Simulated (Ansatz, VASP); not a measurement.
**One calculation of Al, two programs**

The input INCAR:

```
PREC     = Accurate       # precision mode
ENCUT    = 520            # plane-wave cutoff, eV
EDIFF    = 1E-6           # SCF threshold, eV
ISMEAR   = 0              # smearing method
SIGMA    = 0.15           # smearing width, eV
LREAL    = F              # projectors in reciprocal space
LASPH    = T              # aspherical terms in the spheres
NELM     = 100            # most SCF steps
ALGO     = Fast           # electronic algorithm
ISIF     = 2              # what is computed and relaxed
LWAVE    = F              # write WAVECAR
LCHARG   = F              # write CHGCAR
GGA      = PE             # functional
IVDW     = 12             # dispersion correction
NBANDS   = 14             # bands
```

KPOINTS

```
Automatic mesh
0
Gamma
  18 18 6
```

File POSCAR:

```
Al
1.0
    2.7830175766      0.0000000000      0.0000000000
   -1.3915087883      2.4101639205      0.0000000000
    0.0000000000      0.0000000000      8.8491609882
Al
4
Direct
    0.0000000000      0.0000000000      0.0000000000
    0.3333333333      0.6666666667      0.2500000000
    0.0000000000      0.0000000000      0.5000000000
    0.6666666667      0.3333333333      0.7500000000
```

Input for Ansatz:

```yaml
crystal:
  lattice:
    - [2.7830175766, 0.0, 0.0]
    - [-1.3915087883, 2.4101639205, 0.0]
    - [0.0, 0.0, 8.8491609882]
  atoms:
    - { symbol: Al, position: [0.0, 0.0, 0.0] }
    - { symbol: Al, position: [0.3333333333, 0.6666666667, 0.25] }
    - { symbol: Al, position: [0.0, 0.0, 0.5] }
    - { symbol: Al, position: [0.6666666667, 0.3333333333, 0.75] }
basis:
  ecutwfc: 420
kpoints:
  mp_grid: { grid: [18, 18, 6] }
hamiltonian:
  xc: pbe
  dispersion: d3bj
scf:
  occupations: { method: gaussian, width: 0.15 }
output:
  forces: true
  stress: true
  eigenvalues: true
```

Alike in both runs: task single point; functional PBE; dispersion D3(BJ); k mesh 18 × 18 × 6; occupations gaussian, width 0.15 eV; no spin polarisation.

```csv
,VASP,Ansatz
version,VASP 6.6.1,Ansatz 0.2.0
potentials or method,"VASP PAW PBE potentials, release 64 (Al), cutoff 520 eV","scalar-relativistic, plane waves, PAW"
valence electrons in the cell,12,12
```

|  | VASP | Ansatz | Ansatz less VASP |
| --- | --- | --- | --- |
| gap on the k mesh at the Fermi level (eV) | none | none | - |
| pressure (GPa) | 6.6 | 6.6 | +0.03 |
| traceless stress, the component that is largest in VASP (GPa) | 2.67 | 2.67 | -0.003 |

A gap of «none» marks a metal or a gap that the smearing closes.
